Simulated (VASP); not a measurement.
# CdSe (P6_3mc) in VASP: notebook

The runs below take CdSe through single point, with LDA, PBE.

Program: VASP 6.6.1. These are calculated values, not measurements. Logs are shortened: lines on timing, memory, paths and dates and some standing lists are left out, and cuts for length are marked.

## 1. The cell of the first run

The structure is hexagonal, space group P6_3mc (No. 186). The conventional cell has a = 4.271 Å, b = 4.271 Å, c = 7.391 Å, α = 90.00°, β = 90.00°, γ = 120.00°. Cd (site symmetry 3m) has 4 Se at 2.66 to 2.71 Å within 3.5 Å. Se (site symmetry 3m) has 4 Cd at 2.66 to 2.71 Å within 3.5 Å.

## 2. Single point, LDA (strained)

Contents of INCAR:

```
SYSTEM = CdSe
ALGO = Normal ; EDIFF = 1E-6
ENCUT = 500 ; GGA_COMPAT = .FALSE.
ISIF = 2 ; ISMEAR = 0
LASPH = .TRUE. ; LCHARG = .TRUE.
LELF = .TRUE. ; LREAL = .FALSE.
LVHAR = .TRUE. ; LWAVE = .FALSE.
NBANDS = 26 ; NELM = 120
PREC = Accurate ; SIGMA = 0.02
```

Contents of KPOINTS:

```
k-points
0
G
  9 9 4
  0 0 0
```

Contents of POSCAR:

```
CdSe
1.0
    4.2711184697      0.0000000000      0.0000000000
   -2.1355592349      3.6988970974      0.0000000000
    0.0000000000      0.0000000000      7.3914251760
Cd Se
2 2
Direct
    0.6666666667      0.3333333333      0.0042764283
    0.3333333333      0.6666666667      0.5042764283
    0.6666666667      0.3333333333      0.3707235717
    0.3333333333      0.6666666667      0.8707235717
```

Potentials or basis: VASP PAW LDA potentials, release 64 (Cd, Se).

On the command line:

```sh
cat potpaw_LDA.64/Cd/POTCAR potpaw_LDA.64/Se/POTCAR > POTCAR
mpirun -np 1 vasp_std > vasp.out
```

OUTCAR:

```text
SYSTEM = CdSe
   EDIFF = 1E-6
   ENCUT = 500
   ISIF = 2
   ISMEAR = 0
   LASPH = .TRUE.
   LREAL = .FALSE.
   NELM = 120
   PREC = Accurate

 ion  position               nearest neighbor table
   1  0.667  0.333  0.004-   4 2.66   4 2.66   4 2.66   3 2.71
   2  0.333  0.667  0.504-   3 2.66   3 2.66   3 2.66   4 2.71
   3  0.667  0.333  0.371-   2 2.66   2 2.66   2 2.66   1 2.71
   4  0.333  0.667  0.871-   1 2.66   1 2.66   1 2.66   2 2.71

  LATTYP: Found a hexagonal cell.
 ALAT       =     4.2711184697
 C/A-ratio  =     1.7305596247

  Lattice vectors:

 A1 = (   4.2711184697,   0.0000000000,   0.0000000000)
 A2 = (  -2.1355592349,   3.6988970974,   0.0000000000)
 A3 = (   0.0000000000,   0.0000000000,   7.3914251760)

Analysis of symmetry for initial positions (statically):
=====================================================================
 Subroutine PRICEL returns:
 Original cell was already a primitive cell.

 Routine SETGRP: Setting up the symmetry group for a
 hexagonal supercell.

 Subroutine GETGRP returns: Found 12 space group operations
 (whereof  6 operations were pure point group operations)
 out of a pool of 24 trial point group operations.

The static configuration has the point symmetry C_3v.
 The point group associated with its full space group is C_6v.

Analysis of symmetry for dynamics (positions and initial velocities):
=====================================================================
 Subroutine PRICEL returns:
 Original cell was already a primitive cell.

 Routine SETGRP: Setting up the symmetry group for a
 hexagonal supercell.

 Subroutine GETGRP returns: Found 12 space group operations
 (whereof  6 operations were pure point group operations)
 out of a pool of 24 trial point group operations.

The dynamic configuration has the point symmetry C_3v.
 The point group associated with its full space group is C_6v.

 Subroutine INISYM returns: Found 12 space group operations
 (whereof  6 operations are pure point group operations),
 and found     1 'primitive' translations

----------------------------------------------------------------------------------------

                                     Primitive cell

  volume of cell :     116.7729

  direct lattice vectors                    reciprocal lattice vectors
     4.271118470  0.000000000  0.000000000     0.234130710  0.135175428  0.000000000
[... 84 lines left out ...]
   ISPIN  =      1    spin polarized calculation?
   LNONCOLLINEAR =      F non collinear calculations
   LSORBIT =      F    spin-orbit coupling
   LASPH  =      T    aspherical Exc in radial PAW
   ENCUT  =  500.0 eV  36.75 Ry    6.06 a.u.   7.79  7.79 13.48*2*pi/ulx,y,z
   NELM   =    120;   NELMIN=  2; NELMDL= -5     # of ELM steps
   EDIFF  = 0.1E-05   stopping-criterion for ELM
   LREAL  =      F    real-space projection
   EDIFFG = 0.1E-04   stopping-criterion for IOM
   NSW    =      0    number of steps for IOM
   IBRION =     -1    ionic relax: 0-MD 1-quasi-New 2-CG
   NFREE  =      0    steps in history (QN), initial steepest desc. (CG)
   ISIF   =      2    stress and relaxation
   ISYM   =      2    0-nonsym 1-usesym 2-fastsym
   POTIM  = 0.5000    time-step for ionic-motion
   TEBEG  =    0.0;   TEEND  =   0.0 temperature during run
   PSTRESS=    0.0 pullay stress
   NELECT =      36.0000    total number of electrons
   NUPDOWN=      -1.0000    fix difference up-down
   EMIN   =  10.00;   EMAX   =-10.00  energy-range for DOS
   EFERMI =   0.00;   METHOD = LEGACY
   ISMEAR =     0;   SIGMA  =   0.02  broadening in eV -4-tet -1-fermi 0-gaus
   EFERMI_NEDOS =   21; number of points for ismear=-14 and -15
   IALGO  =     38    algorithm
   IMIX   =      4    mixing-type and parameters
     AMIX     =   0.40;   BMIX     =  1.00
     AMIX_MAG =   1.60;   BMIX_MAG =  1.00
  volume/ion in A,a.u.               =      29.19       197.01
  Fermi-wavevector in a.u.,A,eV,Ry     =   1.105932  2.089908 16.641081  1.223085
  Thomas-Fermi vector in A             =   2.242426
   LORBIT       =      0    0 simple, 1 ext, 2 COOP (PROOUT), +10 PAW based schemes
   GGA     = CA    functional components
   LHFCALC =     F    Hartree Fock is set to
   AEXX    =    0.0000 exact exchange contribution
   IVDW    =     0    specifies the selected vdW correction
   LEPSILON=     F    determine dielectric tensor
   LRPA    =     F    only Hartree local field effects (RPA)
 non-spin polarized calculation
 Gauss-broadening in eV      SIGMA  =   0.02
  energy-cutoff  :      500.00
  volume of cell :      116.77
 maximum number of plane-waves:      3012
 NGX is ok and might be reduce to    32
   NGX = 15   NGY = 15   NGZ = 27

 number of electron      36.0000014 magnetization

 Free energy of the ion-electron system (eV)
  ---------------------------------------------------
  ext. energy  EPLUGINS =         0.00000000
  ---------------------------------------------------
  free energy    TOTEN  =       -13.39867904 eV

  energy without entropy =      -13.39867904  energy(sigma->0) =      -13.39867904

 E-fermi :   0.6978     XC(G=0):  -9.1272

 val. band max:        0.6038018100   @ k =   0.0000   0.0000   0.0000
 cond. band min:       0.8289806668   @ k =   0.0000   0.0000   0.0000
 fundamental gap:      0.2251788568
 Fermi energy:         0.6977784693

 k-point     1 :       0.0000    0.0000    0.0000
  band No.  band energies     occupation
      1     -11.9236      2.00000
      2     -11.6055      2.00000
      3      -7.3118      2.00000
      4      -7.2987      2.00000
      5      -7.2987      2.00000
      6      -7.2410      2.00000
[... 685 lines left out ...]
     25       8.8937      0.00000
     26       8.8937      0.00000

 [... further k-points ...]
[... 5 lines left out ...]
  --------------------------------------------------------------------------------------
  -------------------------------------------------------------------------------------
  Total       -1.6479198     -1.6479198     -3.8815302      0.0000000     -0.0000000      0.0000000
  in kB      -22.6102099    -22.6102099    -53.2563620      0.0000000     -0.0000000      0.0000000
  external PRESSURE =     -32.8255939 kB  Pullay stress =       0.0000000 kB

 VOLUME and BASIS-vectors are now :
 -----------------------------------------------------------------------------
  energy-cutoff  :      500.00
  volume of cell :      116.77
      direct lattice vectors                 reciprocal lattice vectors
     4.271118470  0.000000000  0.000000000     0.234130710  0.135175428  0.000000000
    -2.135559235  3.698897097  0.000000000     0.000000000  0.270350857  0.000000000
     0.000000000  0.000000000  7.391425176     0.000000000  0.000000000  0.135291906

 POSITION                                       TOTAL-FORCE (eV/Angst)
 -----------------------------------------------------------------------------------
      2.13556      1.23297      0.03161        -0.000000      0.000000      0.013875
     -0.00000      2.46593      3.72732        -0.000000     -0.000000      0.013875
      2.13556      1.23297      2.74018         0.000000      0.000000     -0.013875
     -0.00000      2.46593      6.43589        -0.000000     -0.000000     -0.013875
 -----------------------------------------------------------------------------------
    total drift:                                0.000000      0.000000      0.000210

  FREE ENERGIE OF THE ION-ELECTRON SYSTEM (eV)
  ---------------------------------------------------
  free  energy   TOTEN  =       -13.3986790397 eV

  energy  without entropy=      -13.3986790397  energy(sigma->0) =      -13.39867904
```

Run time: 3.9 min. Hardware: 1 thread of Intel Xeon 8259CL, shared host; peak memory 0.24 GiB.

Results:

```
Free energy            : -13.3987 eV
Pressure               : -3.3 GPa
Largest force          : 0.014 eV/Å
Band gap on the k mesh : 0.23 eV
```

Forces in eV/Å, atoms in the order of the input:
```
Cd   0.000  0.000  0.014
Cd   0.000  0.000  0.014
Se   0.000  0.000 -0.014
Se   0.000  0.000 -0.014
```

Stress tensor (GPa, compression positive):
```
-2.26  0.00  0.00
 0.00 -2.26  0.00
 0.00  0.00 -5.33
```

Caveat: the cell differs from its parent crystal (strained); the cell stands under tension.

[end of part 1 of 2]
